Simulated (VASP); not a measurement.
# Ag (I4/mmm) in VASP: a series of runs, part 2 of 2

VASP 6.6.1.

### 3 Electric field gradients, PBE (zz strain of +2 %)

Input file INCAR:

```
PREC = Accurate
ENCUT = 400
EDIFF = 1E-8
ISMEAR = -1
SIGMA = 0.05
LREAL = F
LASPH = T
NELM = 120
ALGO = Normal
ISIF = 2
LWAVE = F
LCHARG = F
GGA = PE
LEFG = T
NBANDS = 12
GGA_COMPAT = F
```

Input file KPOINTS:

```
Automatic mesh
0
Gamma
  15 15 15
```

Input file POSCAR:

```
Ag
1.0
    0.0000000000      2.0431000000      2.0839620000
    2.0431000000      0.0000000000      2.0839620000
    2.0431000000      2.0431000000      0.0000000000
Ag
1
Direct
    0.0000000000      0.0000000000      0.0000000000
```

Potentials or basis: VASP PAW PBE potentials, release 64 (Ag).

The run is started by

```sh
$ cat potpaw_PBE.64/Ag/POTCAR > POTCAR
$ mpirun -np 1 vasp_std > vasp.out
```

OUTCAR:

```text
PREC = Accurate
   ENCUT = 400
   EDIFF = 1E-8
   ISMEAR = -1
   LREAL = F
   LASPH = T
   NELM = 120
   ISIF = 2
   GGA = PE

 ion  position               nearest neighbor table
   1  0.000  0.000  0.000-

  LATTYP: Found a body centered tetragonal cell.
 ALAT       =     2.8893797293
 C/A-ratio  =     1.4424978336

  Lattice vectors:

 A1 = (  -2.0431000000,   0.0000000000,   2.0839620000)
 A2 = (   2.0431000000,   0.0000000000,   2.0839620000)
 A3 = (   0.0000000000,   2.0431000000,  -2.0839620000)

Analysis of symmetry for initial positions (statically):
=====================================================================
 Subroutine PRICEL returns:
 Original cell was already a primitive cell.

 Routine SETGRP: Setting up the symmetry group for a
 body centered tetragonal supercell.

 Subroutine GETGRP returns: Found 16 space group operations
 (whereof 16 operations were pure point group operations)
 out of a pool of 16 trial point group operations.

The static configuration has the point symmetry D_4h.

Analysis of symmetry for dynamics (positions and initial velocities):
=====================================================================
 Subroutine PRICEL returns:
 Original cell was already a primitive cell.

 Routine SETGRP: Setting up the symmetry group for a
 body centered tetragonal supercell.

 Subroutine GETGRP returns: Found 16 space group operations
 (whereof 16 operations were pure point group operations)
 out of a pool of 16 trial point group operations.

The dynamic configuration has the point symmetry D_4h.

[... 161 lines left out ...]
     10      27.6733      0.00000
     11      32.3480      0.00000
     12      33.2899      0.00000
[... 331 lines left out ...]
 k-point    24 :       0.2000    0.1333    0.0000
  band No.  band energies     occupation
      1       1.6238      2.00000
      2       2.9820      2.00000
      3       3.7684      2.00000
      4       3.8355      2.00000
      5       4.1472      2.00000
      6       4.6391      2.00000
      7      23.1636      0.00000
      8      24.7718      0.00000
      9      25.1096      0.00000
     10      26.5016      0.00000
     11      29.5940      0.00000
     12      33.2780      0.00000

 [... further k-points ...]

------------------------ aborting loop because EDIFF is reached ----------------------------------------

  FORCE on cell =-STRESS in cart. coord.  units (eV):
  Direction    XX          YY          ZZ          XY          YZ          ZX
  --------------------------------------------------------------------------------------
  -------------------------------------------------------------------------------------
  Total        0.2194443      0.2194443      0.1905295      0.0000000     -0.0000000      0.0000000
  in kB       20.2085809     20.2085809     17.5458239      0.0000000     -0.0000000      0.0000000
  external PRESSURE =      19.3209952 kB  Pullay stress =       0.0000000 kB

 VOLUME and BASIS-vectors are now :
 -----------------------------------------------------------------------------
  energy-cutoff  :      400.00
  volume of cell :       17.40
      direct lattice vectors                 reciprocal lattice vectors
     0.000000000  2.043100000  2.083962000    -0.244726151  0.244726151  0.239927599
     2.043100000  0.000000000  2.083962000     0.244726151 -0.244726151  0.239927599
     2.043100000  2.043100000  0.000000000     0.244726151  0.244726151 -0.239927599

 POSITION                                       TOTAL-FORCE (eV/Angst)
 -----------------------------------------------------------------------------------
      0.00000      0.00000      0.00000        -0.000000     -0.000000      0.000000
 -----------------------------------------------------------------------------------
    total drift:                                0.000000     -0.000000      0.000000

  FREE ENERGIE OF THE ION-ELECTRON SYSTEM (eV)
  ---------------------------------------------------
  free  energy   TOTEN  =        -2.7120794048 eV

  energy  without entropy=       -2.7088379692  energy(sigma->0) =       -2.71045869

 Electric field gradients (V/A^2)
---------------------------------------------------------------------
 ion       V_xx      V_yy      V_zz      V_xy      V_xz      V_yz
---------------------------------------------------------------------
   1       0.425     0.425    -0.851    -0.001    -0.000    -0.000
---------------------------------------------------------------------

 Electric field gradients after diagonalization (V/A^2)
 (convention: |V_zz| > |V_xx| > |V_yy|)
----------------------------------------------------------------------
 ion       V_xx      V_yy      V_zz     asymmetry (V_yy - V_xx)/ V_zz
----------------------------------------------------------------------
   1       0.427     0.424    -0.851       0.003
----------------------------------------------------------------------

           NMR quadrupolar parameters

 Cq : quadrupolar parameter    Cq=e*Q*V_zz/h
 eta: asymmetry parameters     (V_yy - V_xx)/ V_zz
 Q  : nuclear electric quadrupole moment in mb (millibarn)
----------------------------------------------------------------------
 ion       Cq(MHz)       eta       Q (mb)
----------------------------------------------------------------------
   1      -0.002       0.003       1.000
----------------------------------------------------------------------
```

OSZICAR:

```text
N       E                     dE             d eps       ncg     rms          rms(c)
DAV:   1     0.422371249624E+02    0.42237E+02   -0.46900E+03  7256   0.658E+02
DAV:   2    -0.235958921893E+01   -0.44597E+02   -0.41982E+02  8064   0.168E+02
DAV:   3    -0.296206871359E+01   -0.60248E+00   -0.60224E+00  8120   0.206E+01
DAV:   4    -0.296388090944E+01   -0.18122E-02   -0.18121E-02  8096   0.119E+00
DAV:   5    -0.296389542542E+01   -0.14516E-04   -0.14516E-04  8180   0.946E-02    0.495E+00
DAV:   6    -0.272234415724E+01    0.24155E+00   -0.96307E-01  7492   0.872E+00    0.323E+00
DAV:   7    -0.271484819629E+01    0.74960E-02   -0.82251E-03  8036   0.841E-01    0.184E+00
DAV:   8    -0.271206641052E+01    0.27818E-02   -0.69123E-04  7796   0.193E-01    0.869E-02
DAV:   9    -0.271207464804E+01   -0.82375E-05   -0.98550E-06  8056   0.237E-02    0.266E-02
DAV:  10    -0.271207984273E+01   -0.51947E-05   -0.41706E-06  7876   0.188E-02    0.597E-03
DAV:  11    -0.271207944547E+01    0.39726E-06   -0.10654E-07  8176   0.268E-03    0.736E-04
DAV:  12    -0.271207940151E+01    0.43956E-07   -0.37614E-09  5420   0.542E-04    0.633E-05
DAV:  13    -0.271207940479E+01   -0.32737E-08   -0.98709E-11  4212   0.943E-05
   1 F= -.27120794E+01 E0= -.27104587E+01  d E =-.324144E-02
```

stdout:

```text
POSCAR found type information on POSCAR Ag
 POSCAR found :  1 types and       1 ions
 scaLAPACK will be used
 LDA part: xc-table for (Slater+PW92), standard interpolation
 POSCAR, INCAR and KPOINTS ok, starting setup
 FFT: planning ... GRIDC
 FFT: planning ... GRID_SOFT
 FFT: planning ... GRID
 WAVECAR not read
 entering main loop
ion   1
```

It took 39 s on 1 thread of Intel Xeon 8259CL, shared host; peak memory 0.16 GiB.

Results:

| Property | Result |
| --- | --- |
| Free energy | -2.7121 eV |
| Pressure | 1.9 GPa |
| Band gap on the k mesh | zero (an odd number of electrons rules out a gap without spin polarisation) |
| Largest electric field gradient by atom | Ag -0.9 V/Å² |

Electric field gradients, principal values (V/Å²):
| atom | least | middle | greatest (by size) |
| --- | --- | --- | --- |
| 1 Ag | 0.424 | 0.427 | -0.851 |

Caveat: the cell differs from its parent crystal (zz strain of +2 %); without QUAD_EFG the Cq values of the log hold for a quadrupole moment of 1 mb, not for the nuclei.

### 4 Electric field gradients, PBE (zz strain of +2 %)

Input file INCAR:

```
SYSTEM = Ag
PREC     = Accurate       ! precision mode
ENCUT    = 400            ! plane-wave cutoff, eV
EDIFF    = 1E-8           ! SCF threshold, eV
ISMEAR   = -1             ! smearing method
SIGMA    = 0.05           ! smearing width, eV
LREAL    = .FALSE.        ! projectors in reciprocal space
LASPH    = .TRUE.         ! aspherical terms in the spheres
NELM     = 120            ! most SCF steps
ALGO     = Normal         ! electronic algorithm
ISIF     = 2              ! what is computed and relaxed
LWAVE    = .FALSE.        ! write WAVECAR
LCHARG   = .FALSE.        ! write CHGCAR
GGA      = PE             ! functional
LEFG     = .TRUE.       
NBANDS   = 12             ! bands
GGA_COMPAT= .FALSE.
```

Input file KPOINTS:

```
Automatic mesh
0
G
  15 15 15
  0 0 0
```

POSCAR is that of step 3.

Potentials or basis: VASP PAW PBE potentials, release 64 (Ag).

The run is started by

```sh
$ cat potpaw_PBE.64/Ag/POTCAR > POTCAR
$ mpirun -np 1 vasp_std > vasp.out
```

OUTCAR:

```text
SYSTEM = Ag
   PREC = Accurate
   ENCUT = 400
   EDIFF = 1E-8
   ISMEAR = -1
   LREAL = .FALSE.
   LASPH = .TRUE.
   NELM = 120
   ISIF = 2
   GGA = PE

 ion  position               nearest neighbor table
   1  0.000  0.000  0.000-

  LATTYP: Found a body centered tetragonal cell.
 ALAT       =     2.8893797293
 C/A-ratio  =     1.4424978336

  Lattice vectors:

 A1 = (  -2.0431000000,   0.0000000000,   2.0839620000)
 A2 = (   2.0431000000,   0.0000000000,   2.0839620000)
 A3 = (   0.0000000000,   2.0431000000,  -2.0839620000)

Analysis of symmetry for initial positions (statically):
[... 563 lines left out ...]

  FREE ENERGIE OF THE ION-ELECTRON SYSTEM (eV)
  ---------------------------------------------------
  free  energy   TOTEN  =        -2.7120794048 eV

  energy  without entropy=       -2.7088379692  energy(sigma->0) =       -2.71045869

 Electric field gradients (V/A^2)
---------------------------------------------------------------------
 ion       V_xx      V_yy      V_zz      V_xy      V_xz      V_yz
---------------------------------------------------------------------
   1       0.425     0.425    -0.851    -0.001    -0.000    -0.000
---------------------------------------------------------------------

 Electric field gradients after diagonalization (V/A^2)
 (convention: |V_zz| > |V_xx| > |V_yy|)
----------------------------------------------------------------------
 ion       V_xx      V_yy      V_zz     asymmetry (V_yy - V_xx)/ V_zz
----------------------------------------------------------------------
   1       0.427     0.424    -0.851       0.003
----------------------------------------------------------------------

           NMR quadrupolar parameters

 Cq : quadrupolar parameter    Cq=e*Q*V_zz/h
 eta: asymmetry parameters     (V_yy - V_xx)/ V_zz
 Q  : nuclear electric quadrupole moment in mb (millibarn)
----------------------------------------------------------------------
 ion       Cq(MHz)       eta       Q (mb)
----------------------------------------------------------------------
   1      -0.002       0.003       1.000
----------------------------------------------------------------------
```

OSZICAR:

```text
N       E                     dE             d eps       ncg     rms          rms(c)
DAV:   1     0.422371249624E+02    0.42237E+02   -0.46900E+03  7256   0.658E+02
DAV:   2    -0.235958921893E+01   -0.44597E+02   -0.41982E+02  8064   0.168E+02
DAV:   3    -0.296206871359E+01   -0.60248E+00   -0.60224E+00  8120   0.206E+01
DAV:   4    -0.296388090944E+01   -0.18122E-02   -0.18121E-02  8096   0.119E+00
DAV:   5    -0.296389542542E+01   -0.14516E-04   -0.14516E-04  8180   0.946E-02    0.495E+00
DAV:   6    -0.272234415724E+01    0.24155E+00   -0.96307E-01  7492   0.872E+00    0.323E+00
DAV:   7    -0.271484819629E+01    0.74960E-02   -0.82251E-03  8036   0.841E-01    0.184E+00
DAV:   8    -0.271206641052E+01    0.27818E-02   -0.69123E-04  7796   0.193E-01    0.869E-02
DAV:   9    -0.271207464804E+01   -0.82375E-05   -0.98550E-06  8056   0.237E-02    0.266E-02
DAV:  10    -0.271207984273E+01   -0.51947E-05   -0.41706E-06  7876   0.188E-02    0.597E-03
DAV:  11    -0.271207944547E+01    0.39726E-06   -0.10654E-07  8176   0.268E-03    0.736E-04
DAV:  12    -0.271207940151E+01    0.43956E-07   -0.37614E-09  5420   0.542E-04    0.633E-05
DAV:  13    -0.271207940479E+01   -0.32737E-08   -0.98709E-11  4212   0.943E-05
   1 F= -.27120794E+01 E0= -.27104587E+01  d E =-.324144E-02
```

It took 38 s on 1 thread of Intel Xeon 8259CL, shared host; peak memory 0.15 GiB.

Results:

| Quantity | Value |
| --- | --- |
| Free energy | -2.7121 eV |
| Pressure | 1.9 GPa |
| Band gap on the k mesh | zero (an odd number of electrons rules out a gap without spin polarisation) |
| Largest electric field gradient by atom | Ag -0.9 V/Å² |

Electric field gradients, principal values (V/Å²):
| atom | least | middle | greatest (by size) |
| --- | --- | --- | --- |
| 1 Ag | 0.424 | 0.427 | -0.851 |

Caveat: the cell differs from its parent crystal (zz strain of +2 %); without QUAD_EFG the Cq values of the log hold for a quadrupole moment of 1 mb, not for the nuclei.
